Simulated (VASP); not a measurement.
# Mn (Pm-3m) in VASP: further runs

Mn is run at these levels: PBE; tasks: single point, relaxation of cell and atoms.

All numbers are computed with VASP 6.6.1; they aren't measurements. Logs are shortened: lines on timing, memory, paths and dates and some standing lists are left out, and cuts for length are marked.

**1. The cell of the first run**

It takes space group Pm-3m (No. 221, cubic). The conventional cell has a = 2.266 Å, b = 2.266 Å, c = 2.266 Å, α = 90.00°, β = 90.00°, γ = 90.00°. Within 3.0 Å of Mn (site symmetry m-3m) lie 6 Mn at 2.27 Å.

This isn't the form of Mn at room conditions, which is a 58-atom cubic cell.

**2. Single point, PBE, collinear spin, ferromagnetic start**

INCAR

```
SYSTEM = Mn
PREC     = Accurate       ! precision mode
ENCUT    = 520            ! plane-wave cutoff, eV
EDIFF    = 1E-7           ! SCF threshold, eV
ISMEAR   = -1             ! smearing method
SIGMA    = 0.05           ! smearing width, eV
LREAL    = .False.        ! projectors in reciprocal space
LASPH    = .True.         ! aspherical terms in the spheres
NELM     = 150            ! most SCF steps
ALGO     = Normal         ! electronic algorithm
ISIF     = 2              ! what is computed and relaxed
LWAVE    = .False.        ! write WAVECAR
LCHARG   = .False.        ! write CHGCAR
ISPIN    = 2              ! spin polarisation
MAGMOM   = 3              ! initial moments
LORBIT   = 11             ! projections on sites
LMAXMIX  = 4              ! l up to which the mixer works
GGA      = PE             ! functional
NBANDS   = 16             ! bands
```

KPOINTS

```
regular mesh
0
Gamma
  17 17 17
  0 0 0
```

POSCAR

```
Mn
1.0
    2.2660808981      0.0000000000      0.0000000000
    0.0000000000      2.2660808981      0.0000000000
    0.0000000000      0.0000000000      2.2660808981
Mn
1
Direct
    0.0000000000      0.0000000000      0.0000000000
```

Potentials or basis: VASP PAW PBE potentials, release 64 (Mn_pv).

Launch:

```console
$ cat potpaw_PBE.64/Mn_pv/POTCAR > POTCAR
$ mpirun -np 1 vasp_std > vasp.out
```

OUTCAR:

```text
SYSTEM = Mn
   PREC = Accurate
   ENCUT = 520
   EDIFF = 1E-7
   ISMEAR = -1
   LREAL = .False.
   LASPH = .True.
   NELM = 150
   ISIF = 2
   ISPIN = 2
   LORBIT = 11
   GGA = PE

 ion  position               nearest neighbor table
   1  0.000  0.000  0.000-

  LATTYP: Found a simple cubic cell.
 ALAT       =     2.2660808981

  Lattice vectors:

 A1 = (   2.2660808981,   0.0000000000,   0.0000000000)
 A2 = (   0.0000000000,   2.2660808981,   0.0000000000)
 A3 = (   0.0000000000,   0.0000000000,   2.2660808981)

Analysis of symmetry for initial positions (statically):
=====================================================================
 Subroutine PRICEL returns:
 Original cell was already a primitive cell.

 Routine SETGRP: Setting up the symmetry group for a
 simple cubic supercell.

 Subroutine GETGRP returns: Found 48 space group operations
 (whereof 48 operations were pure point group operations)
 out of a pool of 48 trial point group operations.

The static configuration has the point symmetry O_h .

Analysis of symmetry for dynamics (positions and initial velocities):
=====================================================================
 Subroutine PRICEL returns:
 Original cell was already a primitive cell.

 Routine SETGRP: Setting up the symmetry group for a
 simple cubic supercell.

 Subroutine GETGRP returns: Found 48 space group operations
 (whereof 48 operations were pure point group operations)
 out of a pool of 48 trial point group operations.

The dynamic configuration has the point symmetry O_h .

Analysis of structural, dynamic, and magnetic symmetry:
=====================================================================
 Subroutine PRICEL returns:
 Original cell was already a primitive cell.

 Routine SETGRP: Setting up the symmetry group for a
 simple cubic supercell.

 Subroutine GETGRP returns: Found 48 space group operations
 (whereof 48 operations were pure point group operations)
 out of a pool of 48 trial point group operations.

The overall configuration has the point symmetry O_h .

 Subroutine INISYM returns: Found 48 space group operations
 (whereof 48 operations are pure point group operations),
 and found     1 'primitive' translations

----------------------------------------------------------------------------------------

                                     Primitive cell

  volume of cell :      11.6366

  direct lattice vectors                    reciprocal lattice vectors
[... 100 lines left out ...]
   ISMEAR =    -1;   SIGMA  =   0.05  broadening in eV -4-tet -1-fermi 0-gaus
   EFERMI_NEDOS =   21; number of points for ismear=-14 and -15
   IALGO  =     38    algorithm
   IMIX   =      4    mixing-type and parameters
     AMIX     =   0.40;   BMIX     =  1.00
     AMIX_MAG =   1.60;   BMIX_MAG =  1.00
  volume/ion in A,a.u.               =      11.64        78.53
  Fermi-wavevector in a.u.,A,eV,Ry     =   1.698689  3.210057 39.260213  2.885544
  Thomas-Fermi vector in A             =   2.779143
   LORBIT       =     11    0 simple, 1 ext, 2 COOP (PROOUT), +10 PAW based schemes
   GGA     = PE    functional components
   LHFCALC =     F    Hartree Fock is set to
   AEXX    =    0.0000 exact exchange contribution
   IVDW    =     0    specifies the selected vdW correction
   LEPSILON=     F    determine dielectric tensor
   LRPA    =     F    only Hartree local field effects (RPA)
 spin polarized calculation
  energy-cutoff  :      520.00
  volume of cell :       11.64
 maximum number of plane-waves:       321
 NGX is ok and might be reduce to    18
   NGX =  9   NGY =  9   NGZ =  9

 number of electron      13.0000027 magnetization       0.1682887

 Free energy of the ion-electron system (eV)
  ---------------------------------------------------
  ext. energy  EPLUGINS =         0.00000000
  ---------------------------------------------------
  free energy    TOTEN  =        -8.06281908 eV

  energy without entropy =       -8.04912127  energy(sigma->0) =       -8.05597017

 E-fermi :   9.7642     XC(G=0): -13.4180

 val. band max:        9.7599213816   @ k =   0.4706   0.2941   0.0000
 cond. band min:       9.7677408703   @ k =   0.4118   0.4118   0.0588
 fundamental gap:      0.0078194888
 Fermi energy:         9.7642143800

 spin component 1

 k-point     1 :       0.0000    0.0000    0.0000
  band No.  band energies     occupation
      1     -38.0390      1.00000
      2     -38.0390      1.00000
      3     -38.0390      1.00000
      4       1.6536      1.00000
      5       5.9509      1.00000
      6       5.9509      1.00000
[... 435 lines left out ...]
      5       7.0239      1.00000
      6       7.5031      1.00000
[... 8 lines left out ...]
     15      41.2616      0.00000
     16      41.2877      0.00000

 [... further k-points ...]

 spin component 2

 k-point     1 :       0.0000    0.0000    0.0000
  band No.  band energies     occupation
      1     -37.8490      1.00000
      2     -37.8490      1.00000
      3     -37.8490      1.00000
      4       1.6783      1.00000
      5       6.0276      1.00000
      6       6.0276      1.00000
[... 435 lines left out ...]
      5       7.1050      1.00000
      6       7.6063      1.00000
[... 8 lines left out ...]
     15      41.3187      0.00000
     16      41.5531      0.00000

 [... further k-points ...]

------------------------ aborting loop because EDIFF is reached ----------------------------------------

  FORCE on cell =-STRESS in cart. coord.  units (eV):
  Direction    XX          YY          ZZ          XY          YZ          ZX
  --------------------------------------------------------------------------------------
  -------------------------------------------------------------------------------------
  Total        0.4005385      0.4005385      0.4005385      0.0000000      0.0000000      0.0000000
  in kB       55.1478495     55.1478495     55.1478495      0.0000000      0.0000000      0.0000000
  external PRESSURE =      55.1478495 kB  Pullay stress =       0.0000000 kB

 VOLUME and BASIS-vectors are now :
 -----------------------------------------------------------------------------
  energy-cutoff  :      520.00
  volume of cell :       11.64
      direct lattice vectors                 reciprocal lattice vectors
     2.266080898  0.000000000  0.000000000     0.441290512  0.000000000  0.000000000
     0.000000000  2.266080898  0.000000000     0.000000000  0.441290512  0.000000000
     0.000000000  0.000000000  2.266080898     0.000000000  0.000000000  0.441290512

 POSITION                                       TOTAL-FORCE (eV/Angst)
 -----------------------------------------------------------------------------------
      0.00000      0.00000      0.00000         0.000000      0.000000      0.000000
 -----------------------------------------------------------------------------------
    total drift:                               -0.000000      0.000000      0.000000

  FREE ENERGIE OF THE ION-ELECTRON SYSTEM (eV)
  ---------------------------------------------------
  free  energy   TOTEN  =        -8.0628190782 eV

  energy  without entropy=       -8.0491212655  energy(sigma->0) =       -8.05597017

 total charge

# of ion       s       p       d       tot
------------------------------------------
    1        0.429   6.324   5.290  12.043

 magnetization (x)

# of ion       s       p       d       tot
------------------------------------------
    1       -0.001  -0.002   0.171   0.168
```

OSZICAR:

```text
N       E                     dE             d eps       ncg     rms          rms(c)
DAV:   1     0.854968655870E+02    0.85497E+02   -0.71869E+03 10760   0.109E+03
DAV:   2    -0.640080283452E+01   -0.91898E+02   -0.86637E+02 11208   0.268E+02
DAV:   3    -0.831828711199E+01   -0.19175E+01   -0.19124E+01 13160   0.420E+01
[... 11 lines left out ...]
DAV:  15    -0.806281355388E+01   -0.18641E-04   -0.56073E-05 12744   0.557E-02    0.795E-03
DAV:  16    -0.806281767802E+01   -0.41241E-05   -0.92893E-06 12368   0.204E-02    0.505E-03
DAV:  17    -0.806281882438E+01   -0.11464E-05   -0.97860E-06 13440   0.243E-02    0.176E-03
DAV:  18    -0.806281903801E+01   -0.21363E-06   -0.71403E-07 11960   0.637E-03    0.512E-04
DAV:  19    -0.806281907818E+01   -0.40174E-07   -0.23311E-08  5496   0.117E-03
   1 F= -.80628191E+01 E0= -.80559702E+01  d E =-.136978E-01  mag=     0.1685
```

stdout:

```text
POSCAR found type information on POSCAR Mn
 POSCAR found :  1 types and       1 ions
 scaLAPACK will be used
 LDA part: xc-table for (Slater+PW92), standard interpolation
 POSCAR, INCAR and KPOINTS ok, starting setup
 FFT: planning ... GRIDC
 FFT: planning ... GRID_SOFT
 FFT: planning ... GRID
 WAVECAR not read
 entering main loop
```

It took 42 s on 1 thread of Intel Xeon 6975P-C (Granite Rapids), shared host; peak memory 0.16 GiB.

What came out:

- Free energy: -8.0628 eV
- Pressure: 5.5 GPa
- Net moment: 0.17 μB per cell
- Site moments: Mn +0.17 μB
- Valence electrons inside the program's atomic spheres: Mn 12.04

Levels at points of the mesh, in eV from the Fermi level:
Spin up:
| k point | band 3 | band 4 | band 5 | band 6 | band 7 | band 8 | band 9 | band 10 |
| --- | --- | --- | --- | --- | --- | --- | --- | --- |
| (0.00, 0.00, 0.00) | -47.80 | -8.11 | -3.81 | -3.81 | 1.59 | 1.59 | 1.59 | 20.64 |
Spin down:
```csv
k point,band 3,band 4,band 5,band 6,band 7,band 8,band 9,band 10
"(0.00, 0.00, 0.00)",-47.61,-8.09,-3.74,-3.74,1.83,1.83,1.83,20.69
```

Caveat: the cell stands under pressure.

**3. Relaxation of cell and atoms, PBE, collinear spin, ferromagnetic start, target pressure 5.3 GPa, at which the enthalpy is minimised**

INCAR

```
SYSTEM = Mn
  PREC = Accurate
  ENCUT = 600
  EDIFF = 1E-6
  ISMEAR = -1
  SIGMA = 0.05
  LREAL = .FALSE.
  LASPH = .TRUE.
  NELM = 150
  ALGO = Normal
  ISIF = 3
  LWAVE = .FALSE.
  LCHARG = .FALSE.
  ISPIN = 2
  MAGMOM = 3
  LORBIT = 11
  LMAXMIX = 4
  GGA = PE
  IBRION = 2
  NSW = 32
  EDIFFG = -0.005
  PSTRESS = 53.0
```

KPOINTS

```
regular mesh
0
G
  17 17 17
  0 0 0
```

POSCAR

```
Mn
1.0
    2.2659674550      0.0000000000      0.0000000000
    0.0000000000      2.2659674550      0.0000000000
    0.0000000000      0.0000000000      2.2659674550
Mn
1
Direct
    0.0000000000      0.0000000000      0.0000000000
```

Potentials or basis: VASP PAW PBE potentials, release 64 (Mn_pv).

Launch:

```console
$ cat potpaw_PBE.64/Mn_pv/POTCAR > POTCAR
$ mpirun -np 1 vasp_std > vasp.out
```

OUTCAR:

```text
SYSTEM = Mn
   PREC = Accurate
   ENCUT = 600
   EDIFF = 1E-6
   ISMEAR = -1
   LREAL = .FALSE.
   LASPH = .TRUE.
   NELM = 150
   ISIF = 3
   ISPIN = 2
   LORBIT = 11
   GGA = PE
   IBRION = 2
   NSW = 32
   EDIFFG = -0.005
   PSTRESS = 53.0

 ion  position               nearest neighbor table
   1  0.000  0.000  0.000-

  LATTYP: Found a simple cubic cell.
 ALAT       =     2.2659674550

  Lattice vectors:

 A1 = (   2.2659674550,   0.0000000000,   0.0000000000)
 A2 = (   0.0000000000,   2.2659674550,   0.0000000000)
 A3 = (   0.0000000000,   0.0000000000,   2.2659674550)

Analysis of symmetry for initial positions (statically):
=====================================================================
 Subroutine PRICEL returns:
 Original cell was already a primitive cell.

 Routine SETGRP: Setting up the symmetry group for a
 simple cubic supercell.

 Subroutine GETGRP returns: Found 48 space group operations
 (whereof 48 operations were pure point group operations)
 out of a pool of 48 trial point group operations.

The static configuration has the point symmetry O_h .

Analysis of symmetry for dynamics (positions and initial velocities):
=====================================================================
 Subroutine PRICEL returns:
 Original cell was already a primitive cell.

 Routine SETGRP: Setting up the symmetry group for a
 simple cubic supercell.

 Subroutine GETGRP returns: Found 48 space group operations
 (whereof 48 operations were pure point group operations)
 out of a pool of 48 trial point group operations.

The dynamic configuration has the point symmetry O_h .

Analysis of structural, dynamic, and magnetic symmetry:
=====================================================================
 Subroutine PRICEL returns:
 Original cell was already a primitive cell.

 Routine SETGRP: Setting up the symmetry group for a
 simple cubic supercell.

 Subroutine GETGRP returns: Found 48 space group operations
 (whereof 48 operations were pure point group operations)
 out of a pool of 48 trial point group operations.

The overall configuration has the point symmetry O_h .

 Subroutine INISYM returns: Found 48 space group operations
 (whereof 48 operations are pure point group operations),
[... 137 lines left out ...]
 Free energy of the ion-electron system (eV)
  ---------------------------------------------------
  ext. energy  EPLUGINS =         0.00000000
  ---------------------------------------------------
  free energy    TOTEN  =        -8.06260326 eV

  energy without entropy =       -8.04890682  energy(sigma->0) =       -8.05575504

------------------------ aborting loop because EDIFF is reached ----------------------------------------

  FORCE on cell =-STRESS in cart. coord.  units (eV):
  Direction    XX          YY          ZZ          XY          YZ          ZX
  --------------------------------------------------------------------------------------
  -------------------------------------------------------------------------------------
  Total        0.3996000      0.3996000      0.3996000      0.0000000      0.0000000     -0.0000000
  in kB       55.0269009     55.0269009     55.0269009      0.0000000      0.0000000     -0.0000000
  external PRESSURE =       2.0269009 kB  Pullay stress =      53.0000000 kB
[... 135 lines left out ...]
--------------------------------------- Ionic step        5  -------------------------------------------

 number of electron      13.0000027 magnetization       0.1715283

 Free energy of the ion-electron system (eV)
  ---------------------------------------------------
  ext. energy  EPLUGINS =         0.00000000
  ---------------------------------------------------
  free energy    TOTEN  =        -8.06291996 eV

  energy without entropy =       -8.04922033  energy(sigma->0) =       -8.05607014

 E-fermi :   9.7549     XC(G=0): -13.4141

 val. band max:        9.7512156620   @ k =   0.4706   0.2941   0.0000
 cond. band min:       9.7565577083   @ k =   0.4118   0.4118   0.0588
 fundamental gap:      0.0053420463
 Fermi energy:         9.7549093525

 spin component 1

 k-point     1 :       0.0000    0.0000    0.0000
  band No.  band energies     occupation
      1     -38.0501      1.00000
      2     -38.0501      1.00000
      3     -38.0501      1.00000
      4       1.6477      1.00000
      5       5.9443      1.00000
      6       5.9444      1.00000
      7      11.3442      0.00000
      8      11.3442      0.00000
      9      11.3442      0.00000
     10      30.3831      0.00000
     11      30.3831      0.00000
     12      30.3831      0.00000
[... 333 lines left out ...]
      1     -38.9525      1.00000
      2     -38.0863      1.00000
      3     -37.9585      1.00000
      4       6.3358      1.00000
      5       7.0162      1.00000
      6       7.4948      1.00000
      7       9.5453      0.98512
      8      10.8134      0.00000
      9      11.2768      0.00000
     10      16.6430      0.00000
     11      31.1762      0.00000
     12      35.3019      0.00000

 [... further k-points ...]

 spin component 2

 k-point     1 :       0.0000    0.0000    0.0000
  band No.  band energies     occupation
      1     -37.8564      1.00000
      2     -37.8564      1.00000
      3     -37.8564      1.00000
      4       1.6729      1.00000
      5       6.0225      1.00000
      6       6.0225      1.00000
      7      11.5881      0.00000
      8      11.5881      0.00000
      9      11.5881      0.00000
     10      30.4407      0.00000
     11      30.4407      0.00000
     12      30.4407      0.00000
[... 377 lines left out ...]
  energy  without entropy=       -8.0492203278  energy(sigma->0) =       -8.05607014

  enthalpy is  TOTEN    =        -7.6777286069 eV   P V=        0.3851913542

 reached required accuracy - stopping structural energy minimisation

 total charge

# of ion       s       p       d       tot
------------------------------------------
    1        0.429   6.323   5.290  12.042

 magnetization (x)

# of ion       s       p       d       tot
------------------------------------------
    1       -0.001  -0.002   0.174   0.171
```

CONTCAR:

```text
Mn
   1.00000000000000
     2.2665766712969981    0.0000000000000000   -0.0000000000000000
     0.0000000000000000    2.2665766712969981    0.0000000000000000
     0.0000000000000000    0.0000000000000000    2.2665766712969981
  Mn
     1
Direct
     0.0000000000000000    0.0000000000000000    0.0000000000000000

  0.00000000E+00  0.00000000E+00  0.00000000E+00
```

It took 45 s on 1 thread of Intel Xeon 6975P-C (Granite Rapids), shared host; peak memory 0.16 GiB.

What came out:

| Quantity | Value |
| --- | --- |
| Free energy | -8.0629 eV |
| Relaxed volume | 11.64 Å³/atom |
| Relaxed cell | a = 2.267 Å, b = 2.267 Å, c = 2.267 Å, α = 90.00°, β = 90.00°, γ = 90.00° |
| Space group after relaxing (to 0.1 Å) | Pm-3m (No. 221) |
| Energy change on relaxing (the run minimises the enthalpy) | -0.3 meV/atom |
| Ionic steps | 5 |
| Pressure after relaxing | 5.3 GPa |
| Net moment | 0.17 μB per cell |
| Site moments | Mn +0.17 μB |
| Valence electrons inside the program's atomic spheres | Mn 12.04 |

The path:
```tsv
step	energy change (eV)	largest force (eV/Å)	pressure (GPa)	volume (Å³)
1	0.0000	0.0000	5.50	11.63
2	-0.0008	0.0000	5.03	11.66
3	-0.0004	0.0000	5.23	11.65
4	-0.0003	0.0000	5.40	11.64
5	-0.0003	0.0000	5.28	11.64
```

Final structure:
```yaml
crystal:
  lattice:
    - [2.26658, 0.00000, 0.00000]
    - [0.00000, 2.26658, 0.00000]
    - [0.00000, 0.00000, 2.26658]
  atoms:
    - { symbol: Mn, position: [0.00000, 0.00000, 0.00000] }
```

Levels at points of the mesh, in eV from the Fermi level:
Spin up:
```
           k point  band 2  band 3  band 4  band 5  band 6  band 7  band 8  band 9  band 10  band 11
(0.00, 0.00, 0.00)  -47.81  -47.81   -8.11   -3.81   -3.81    1.59    1.59    1.59    20.63    20.63
```
Spin down:
```tsv
k point	band 3	band 4	band 5	band 6	band 7	band 8	band 9	band 10
(0.00, 0.00, 0.00)	-47.61	-8.08	-3.73	-3.73	1.83	1.83	1.83	20.69
```

Caveat: the cell is relaxed towards a set pressure, so the run minimises the enthalpy, not the energy.
